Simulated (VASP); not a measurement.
A run of VASP 6.6.1:

INCAR

```
  PREC = Accurate
  ENCUT = 520
  EDIFF = 1E-6
  ISMEAR = -1
  SIGMA = 0.02
  LREAL = False
  LASPH = True
  NELM = 100
  ALGO = Normal
  ISIF = 2
  LWAVE = False
  LCHARG = False
  GGA = PE
  NBANDS = 11
```

The input KPOINTS:

```
regular mesh
0
Gamma
  8 8 8
```

POSCAR

```
MgS
1.0
    0.0340798824      2.6015177399      2.6015177399
    2.6015177399      0.0340798824      2.6015177399
    2.6355976223      2.6355976223      0.0000000000
Mg S
1 1
Direct
    0.0000000000      0.0000000000      0.0000000000
    0.5000000000      0.5000000000      0.5000000000
```

Potentials or basis: VASP PAW PBE potentials, release 64 (Mg, S).

The run is started by

```console
$ cat potpaw_PBE.64/Mg/POTCAR potpaw_PBE.64/S/POTCAR > POTCAR
$ mpirun -np 1 vasp_std > vasp.out
```

Hardware: 1 thread of Intel(R) Xeon(R) Platinum 8375C CPU @ 2.90GHz (Ice Lake), on a shared host.

Question: Estimate the wall time of this run.

Answer: It took 27 s on 1 thread of Intel(R) Xeon(R) Platinum 8375C CPU @ 2.90GHz (Ice Lake), with other jobs on the host, peak memory 0.18 GiB. Counts: scf iterations 12, k points 95.
